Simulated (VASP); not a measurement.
Write the native input for VASP 6.6.1 that does the following.

```
Task                   : relaxation of cell and atoms
Functional             : PBEsol
Potentials or basis    : VASP PAW PBE potentials, release 64 (Mg)
Cutoff                 : 600 eV
k mesh                 : 6 × 6 × 4
Occupations            : gaussian, width 0.1 eV
Spin                   : no spin polarisation
Dipole correction      : no
Further INCAR settings : ALGO = Normal; EDIFF = 1e-06; IBRION = 2; EDIFFG = -0.04; NSW = 90; ISIF = 3
```

The structure of Mg lies in POSCAR:

```
Mg
1.0
    1.7737339958     -5.6266486271      0.0000000000
    1.7737339958      5.6266486271      0.0000000000
    0.0000000000      0.0000000000      4.6942325689
Mg
4
Direct
    0.0980000000      0.9020000000      0.9100000000
    0.5980000000      0.4020000000      0.5900000000
    0.9020000000      0.0980000000      0.0900000000
    0.4020000000      0.5980000000      0.4100000000
```

The input as run:

INCAR

```
SYSTEM = Mg
ALGO = Normal
EDIFF = 1E-6
EDIFFG = -0.04
ENCUT = 600
GGA = PS
IBRION = 2
ISIF = 3
ISMEAR = 0
LASPH = .TRUE.
LCHARG = .FALSE.
LREAL = .FALSE.
LWAVE = .FALSE.
NELM = 60
NSW = 90
PREC = Accurate
SIGMA = 0.1
```

KPOINTS

```
k-points
0
G
  6 6 4
  0 0 0
```

Potentials or basis: VASP PAW PBE potentials, release 64 (Mg).

Run with:

```sh
$ cat potpaw_PBE.64/Mg/POTCAR > POTCAR
$ mpirun -np 1 vasp_std > vasp.out
```

It gave:

| Item | Value |
| --- | --- |
| Relaxed volume | 23.89 Å³/atom |
| Relaxed cell | a = 5.911 Å, b = 5.911 Å, c = 5.350 Å, α = 90.00°, β = 90.00°, γ = 149.26° |
| Space group after relaxing (to 0.05 Å) | Fmmm (No. 69) |
| Energy gained by relaxing | 1291.2 meV/atom |
| Ionic steps | 28 |
| Pressure after relaxing | 0.0 GPa |
| Largest force after relaxing | 0.031 eV/Å |
| Band gap on the k mesh | zero (band 4 reaches 3.00 eV, above the bottom of band 5 at 0.89 eV) |

Caveat: the PAW data sets were made with another functional, which shifts forces and pressure a little.

Wall time 11 min on 1 thread of Intel Xeon 6975P-C, on a shared host, peak memory 0.32 GiB.
